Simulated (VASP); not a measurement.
# C (I4_1/amd) in VASP: further runs

Runs on C. Level: PBE. Tasks: single point.

Everything below comes from runs of VASP 6.6.1. Logs are shortened: lines on timing, memory, paths and dates and some standing lists are left out, and cuts for length are marked.

## 1. The cell of the first run

Symmetry: I4_1/amd, No. 141, tetragonal system. The conventional cell has a = 2.459 Å, b = 2.459 Å, c = 3.567 Å, α = 90.00°, β = 90.00°, γ = 90.00°. C (site symmetry -4m2) has 4 C at 1.52 Å within 2.0 Å.

## 2. Single point, PBE (strain -0.0250 x Voigt [1, 1, 0, 0, 0, 0])

Input file INCAR:

```
PREC = Accurate ; ENCUT = 520
EDIFF = 1E-6 ; ISMEAR = 0
SIGMA = 0.05 ; LREAL = F
LASPH = T ; NELM = 80
ALGO = Normal ; ISIF = 2
LWAVE = F ; LCHARG = F
GGA = PE ; NBANDS = 11
```

Input file KPOINTS:

```
Automatic mesh
0
Gamma
  12 12 12
```

Input file POSCAR:

```
C
1.0
    0.0000000000      1.7388150000      1.7834000000
    1.7388150000      0.0000000000      1.7834000000
    1.7388150000      1.7388150000      0.0000000000
C
2
Direct
    0.5000000000      0.5000000000      0.5000000000
    0.7500000000      0.7500000000      0.7500000000
```

Potentials or basis: VASP PAW PBE potentials, release 64 (C).

Started as:

```sh
$ cat potpaw_PBE.64/C/POTCAR > POTCAR
$ mpirun -np 1 vasp_std > vasp.out
```

OUTCAR:

```text
PREC = Accurate
   ENCUT = 520
   EDIFF = 1E-6
   ISMEAR = 0
   LREAL = F
   LASPH = T
   NELM = 80
   ISIF = 2
   GGA = PE

 ion  position               nearest neighbor table
   1  0.500  0.500  0.500-   2 1.52   2 1.52   2 1.52   2 1.52
   2  0.750  0.750  0.750-   1 1.52   1 1.52   1 1.52   1 1.52

  LATTYP: Found a body centered tetragonal cell.
 ALAT       =     2.4590557555
 C/A-ratio  =     1.4504754486

  Lattice vectors:

 A1 = (  -1.7388150000,   0.0000000000,   1.7834000000)
 A2 = (   1.7388150000,   0.0000000000,   1.7834000000)
 A3 = (   0.0000000000,   1.7388150000,  -1.7834000000)

Analysis of symmetry for initial positions (statically):
=====================================================================
 Subroutine PRICEL returns:
 Original cell was already a primitive cell.

 Routine SETGRP: Setting up the symmetry group for a
 body centered tetragonal supercell.

 Subroutine GETGRP returns: Found 16 space group operations
 (whereof  8 operations were pure point group operations)
 out of a pool of 16 trial point group operations.

The static configuration has the point symmetry D_2d.
 The point group associated with its full space group is D_4h.

Analysis of symmetry for dynamics (positions and initial velocities):
=====================================================================
 Subroutine PRICEL returns:
 Original cell was already a primitive cell.

 Routine SETGRP: Setting up the symmetry group for a
 body centered tetragonal supercell.

 Subroutine GETGRP returns: Found 16 space group operations
 (whereof  8 operations were pure point group operations)
 out of a pool of 16 trial point group operations.

The dynamic configuration has the point symmetry D_2d.
 The point group associated with its full space group is D_4h.

 Subroutine INISYM returns: Found 16 space group operations
 (whereof  8 operations are pure point group operations),
 and found     1 'primitive' translations

----------------------------------------------------------------------------------------

                                     Primitive cell

  volume of cell :      10.7841

  direct lattice vectors                    reciprocal lattice vectors
     0.000000000  1.738815000  1.783400000    -0.287552155  0.287552155  0.280363351
     1.738815000  0.000000000  1.783400000     0.287552155 -0.287552155  0.280363351
     1.738815000  1.738815000  0.000000000     0.287552155  0.287552155 -0.280363351

  length of vectors
     2.490781637  2.490781637  2.459055755     0.493939361  0.493939361  0.493939361

  position of ions in fractional coordinates (direct lattice)
     0.500000000  0.500000000  0.500000000
     0.750000000  0.750000000  0.750000000

  ion indices of the primitive-cell ions
   primitive index   ion index
                 1           1
                 2           2

----------------------------------------------------------------------------------------

 KPOINTS: Automatic mesh

Automatic generation of k-mesh.
 Grid dimensions read from file:
 generate k-points for:   12   12   12

 Generating k-lattice:

  Cartesian coordinates                     Fractional coordinates (reciprocal lattice)
    -0.023962680  0.023962680  0.023363613     0.083333333  0.000000000  0.000000000
     0.023962680 -0.023962680  0.023363613     0.000000000  0.083333333  0.000000000
     0.023962680  0.023962680 -0.023363613     0.000000000  0.000000000  0.083333333

  Length of vectors
     0.041161613  0.041161613  0.041161613

  Shift w.r.t. Gamma in fractional coordinates (k-lattice)
     0.000000000  0.000000000  0.000000000

 Subroutine IBZKPT returns following result:
 ===========================================

 Found    163 irreducible k-points:

 Following reciprocal coordinates:
            Coordinates               Weight
  0.000000  0.000000  0.000000      1.000000
  0.083333 -0.000000  0.000000      8.000000
  0.166667  0.000000  0.000000      8.000000
  0.250000  0.000000  0.000000      8.000000
  0.333333  0.000000  0.000000      8.000000
  0.416667 -0.000000  0.000000      8.000000
[... 16 lines left out ...]
  0.500000  0.166667  0.000000      8.000000
 -0.416667  0.166667  0.000000      8.000000
 [... further k-points ...]
   k-points           NKPTS =    163   k-points in BZ     NKDIM =    163   number of bands    NBANDS=     11
   number of dos      NEDOS =    301   number of ions     NIONS =      2
   total plane-waves  NPLWV =   7200
   dimension x,y,z NGX =    20 NGY =   20 NGZ =   18
   dimension x,y,z NGXF=    40 NGYF=   40 NGZF=   36
   ions per type =               2
   NGX,Y,Z   is equivalent  to a cutoff of  13.35, 13.35, 12.17 a.u.
   NGXF,Y,Z  is equivalent  to a cutoff of  26.70, 26.70, 24.34 a.u.
 SYSTEM =  unknown system
   PREC   = accura    normal or accurate (medium, high low for compatibility)
   ISTART =      0    job   : 0-new  1-cont  2-samecut
   ICHARG =      2    charge: 1-file 2-atom 10-const
   ISPIN  =      1    spin polarized calculation?
   LNONCOLLINEAR =      F non collinear calculations
   LSORBIT =      F    spin-orbit coupling
   LASPH  =      T    aspherical Exc in radial PAW
   ENCUT  =  520.0 eV  38.22 Ry    6.18 a.u.   4.63  4.63  4.57*2*pi/ulx,y,z
   NELM   =     80;   NELMIN=  2; NELMDL= -5     # of ELM steps
   EDIFF  = 0.1E-05   stopping-criterion for ELM
   LREAL  =      F    real-space projection
   EDIFFG = 0.1E-04   stopping-criterion for IOM
   NSW    =      0    number of steps for IOM
   IBRION =     -1    ionic relax: 0-MD 1-quasi-New 2-CG
   NFREE  =      0    steps in history (QN), initial steepest desc. (CG)
   ISIF   =      2    stress and relaxation
   ISYM   =      2    0-nonsym 1-usesym 2-fastsym
   POTIM  = 0.5000    time-step for ionic-motion
   TEBEG  =    0.0;   TEEND  =   0.0 temperature during run
   PSTRESS=    0.0 pullay stress
   NELECT =       8.0000    total number of electrons
   NUPDOWN=      -1.0000    fix difference up-down
   EMIN   =  10.00;   EMAX   =-10.00  energy-range for DOS
   EFERMI =   0.00;   METHOD = LEGACY
   ISMEAR =     0;   SIGMA  =   0.05  broadening in eV -4-tet -1-fermi 0-gaus
   EFERMI_NEDOS =   21; number of points for ismear=-14 and -15
   IALGO  =     38    algorithm
   IMIX   =      4    mixing-type and parameters
     AMIX     =   0.40;   BMIX     =  1.00
     AMIX_MAG =   1.60;   BMIX_MAG =  1.00
  volume/ion in A,a.u.               =       5.39        36.39
  Fermi-wavevector in a.u.,A,eV,Ry     =   1.481982  2.800540 29.882085  2.196271
  Thomas-Fermi vector in A             =   2.595825
   LORBIT       =      0    0 simple, 1 ext, 2 COOP (PROOUT), +10 PAW based schemes
   GGA     = PE    functional components
   LHFCALC =     F    Hartree Fock is set to
   AEXX    =    0.0000 exact exchange contribution
   IVDW    =     0    specifies the selected vdW correction
   LEPSILON=     F    determine dielectric tensor
   LRPA    =     F    only Hartree local field effects (RPA)
 non-spin polarized calculation
 Gauss-broadening in eV      SIGMA  =   0.05
  energy-cutoff  :      520.00
  volume of cell :       10.78
 maximum number of plane-waves:       302
   NGX =  9   NGY =  9   NGZ =  9

 number of electron       8.0000000 magnetization

 Free energy of the ion-electron system (eV)
  ---------------------------------------------------
  ext. energy  EPLUGINS =         0.00000000
  ---------------------------------------------------
  free energy    TOTEN  =       -18.12017862 eV

  energy without entropy =      -18.12017862  energy(sigma->0) =      -18.12017862

 E-fermi :  10.8205     XC(G=0): -13.5073

 val. band max:       10.6124705589   @ k =   0.0000   0.0000   0.0000
 cond. band min:      14.5508084907   @ k =   0.3333   0.0000   0.3333
 fundamental gap:      3.9383379318
 Fermi energy:        10.8204692932

 k-point     1 :       0.0000    0.0000    0.0000
  band No.  band energies     occupation
      1     -11.6926      2.00000
      2      10.2055      2.00000
      3      10.6125      2.00000
      4      10.6125      2.00000
      5      16.1060      0.00000
      6      16.1060      0.00000
      7      16.4270      0.00000
      8      24.9761      0.00000
      9      30.4387      0.00000
     10      36.7989      0.00000
     11      37.6656      0.00000

 k-point     2 :       0.0833   -0.0000    0.0000
  band No.  band energies     occupation
      1     -11.4935      2.00000
      2       9.1687      2.00000
      3      10.0255      2.00000
      4      10.2779      2.00000
      5      16.5605      0.00000
      6      16.6487      0.00000
      7      17.0960      0.00000
      8      25.1024      0.00000
      9      30.7639      0.00000
     10      34.7323      0.00000
     11      35.8645      0.00000

 k-point     3 :       0.1667    0.0000    0.0000
  band No.  band energies     occupation
      1     -10.8983      2.00000
      2       6.5733      2.00000
      3       9.2417      2.00000
      4       9.5617      2.00000
      5      17.5513      0.00000
      6      17.5733      0.00000
      7      18.3179      0.00000
      8      25.4585      0.00000
      9      31.4292      0.00000
     10      33.2667      0.00000
     11      34.0797      0.00000
[... 267 lines left out ...]
 k-point    23 :       0.5000    0.1667    0.0000
  band No.  band energies     occupation
      1      -5.7742      2.00000
      2      -1.9244      2.00000
      3       5.0040      2.00000
      4       6.5634      2.00000
      5      18.0612      0.00000
      6      21.6226      0.00000
      7      22.1689      0.00000
      8      25.5858      0.00000
      9      31.1614      0.00000
     10      35.0539      0.00000
     11      37.7845      0.00000

 k-point    24 :      -0.4167    0.1667    0.0000
  band No.  band energies     occupation
      1      -5.1804      2.00000
      2      -2.6281      2.00000
      3       4.5117      2.00000
      4       6.9729      2.00000
      5      18.5475      0.00000
      6      21.0833      0.00000
      7      22.1138      0.00000
      8      26.6094      0.00000
      9      30.6742      0.00000
     10      35.2720      0.00000
     11      35.9577      0.00000

 [... further k-points ...]

------------------------ aborting loop because EDIFF is reached ----------------------------------------

  FORCE on cell =-STRESS in cart. coord.  units (eV):
  Direction    XX          YY          ZZ          XY          YZ          ZX
  --------------------------------------------------------------------------------------
  -------------------------------------------------------------------------------------
  Total        2.3937415      2.3937415      0.6781975      0.0000000     -0.0000000     -0.0000000
  in kB      355.6332227    355.6332227    100.7584050      0.0000000     -0.0000000     -0.0000000
  external PRESSURE =     270.6749502 kB  Pullay stress =       0.0000000 kB

 VOLUME and BASIS-vectors are now :
 -----------------------------------------------------------------------------
  energy-cutoff  :      520.00
  volume of cell :       10.78
      direct lattice vectors                 reciprocal lattice vectors
     0.000000000  1.738815000  1.783400000    -0.287552155  0.287552155  0.280363351
     1.738815000  0.000000000  1.783400000     0.287552155 -0.287552155  0.280363351
     1.738815000  1.738815000  0.000000000     0.287552155  0.287552155 -0.280363351

 POSITION                                       TOTAL-FORCE (eV/Angst)
 -----------------------------------------------------------------------------------
      1.73881      1.73881      1.78340        -0.000000     -0.000000      0.000000
      2.60822      2.60822      2.67510         0.000000      0.000000      0.000000
 -----------------------------------------------------------------------------------
    total drift:                                0.000000     -0.000000      0.000000

  FREE ENERGIE OF THE ION-ELECTRON SYSTEM (eV)
  ---------------------------------------------------
  free  energy   TOTEN  =       -18.1201786161 eV

  energy  without entropy=      -18.1201786161  energy(sigma->0) =      -18.12017862
```

It took 14 s on 1 thread of AMD EPYC 7R43 (Zen 3), shared host; peak memory 0.09 GiB.

Results:

| Quantity | Value |
| --- | --- |
| Free energy | -18.1202 eV |
| Pressure | 27.1 GPa |
| Band gap on the k mesh | 3.94 eV, indirect (least direct gap 5.49 eV) |

Levels at points of the mesh, in eV from the valence-band top:
| k point | band 2 | band 3 | band 4 | band 5 | band 6 | band 7 |
| --- | --- | --- | --- | --- | --- | --- |
| (0.00, 0.00, 0.00) | -0.41 | 0.00 | 0.00 | 5.49 | 5.49 | 5.81 |
| (0.50, 0.00, 0.00) | -14.08 | -3.31 | -2.83 | 8.21 | 8.65 | 9.61 |
| (0.50, 0.50, 0.00) | -13.54 | -6.48 | -6.48 | 5.14 | 5.14 | 17.36 |
| (0.50, 0.00, 0.50) | -13.13 | -6.87 | -6.87 | 4.53 | 4.53 | 17.47 |

Caveat: the cell differs from its parent crystal (strain -0.0250 x Voigt [1, 1, 0, 0, 0, 0]). A k mesh can miss the band edges.

## 3. Single point, PBE (strain +0.0250 x Voigt [1, 1, 0, 0, 0, 0])

Input file INCAR:

```
SYSTEM = C
PREC     = Accurate       ! precision mode
ENCUT    = 520            ! plane-wave cutoff, eV
EDIFF    = 1E-7           ! SCF threshold, eV
ISMEAR   = 0              ! smearing method
SIGMA    = 0.05           ! smearing width, eV
LREAL    = .False.        ! projectors in reciprocal space
LASPH    = .True.         ! aspherical terms in the spheres
NELM     = 100            ! most SCF steps
ALGO     = Normal         ! electronic algorithm
ISIF     = 2              ! what is computed and relaxed
LWAVE    = .False.        ! write WAVECAR
LCHARG   = .False.        ! write CHGCAR
GGA      = PE             ! functional
NBANDS   = 11             ! bands
```

Input file KPOINTS:

```
Automatic mesh
0
Gamma
  12 12 12
  0 0 0
```

Input file POSCAR:

```
C
1.0
    0.0000000000      1.8279850000      1.7834000000
    1.8279850000      0.0000000000      1.7834000000
    1.8279850000      1.8279850000      0.0000000000
C
2
Direct
    0.5000000000      0.5000000000      0.5000000000
    0.7500000000      0.7500000000      0.7500000000
```

Potentials or basis: VASP PAW PBE potentials, release 64 (C).

Started as:

```sh
$ cat potpaw_PBE.64/C/POTCAR > POTCAR
$ mpirun -np 1 vasp_std > vasp.out
```

It took 16 s on 1 thread of AMD EPYC 7R43 (Zen 3), shared host; peak memory 0.09 GiB.

Results (log left out):

| Property | Result |
| --- | --- |
| Free energy | -18.1445 eV |
| Pressure | -17.5 GPa |
| Band gap on the k mesh | 3.44 eV, indirect (least direct gap 5.03 eV) |

Stress tensor (GPa, compression positive):
```
-24.61   0.00   0.00
  0.00 -24.61   0.00
  0.00   0.00  -3.39
```

Levels at points of the mesh, in eV from the valence-band top:
```csv
k point,band 1,band 2,band 3,band 4,band 5,band 6,band 7,band 8,band 9
"(0.00, 0.00, 0.00)",-21.06,-0.35,-0.35,0.00,5.03,5.33,5.33,11.97,18.45
"(0.50, 0.00, 0.00)",-15.56,-13.07,-3.11,-2.70,7.60,7.92,8.46,15.01,20.95
"(0.50, 0.50, 0.00)",-12.41,-12.41,-6.47,-6.47,4.05,4.05,15.92,15.92,22.33
"(0.50, 0.00, 0.50)",-12.77,-12.77,-6.12,-6.12,4.61,4.61,15.76,15.76,21.96
```

Caveat: the cell differs from its parent crystal (strain +0.0250 x Voigt [1, 1, 0, 0, 0, 0]). A k mesh can miss the band edges.
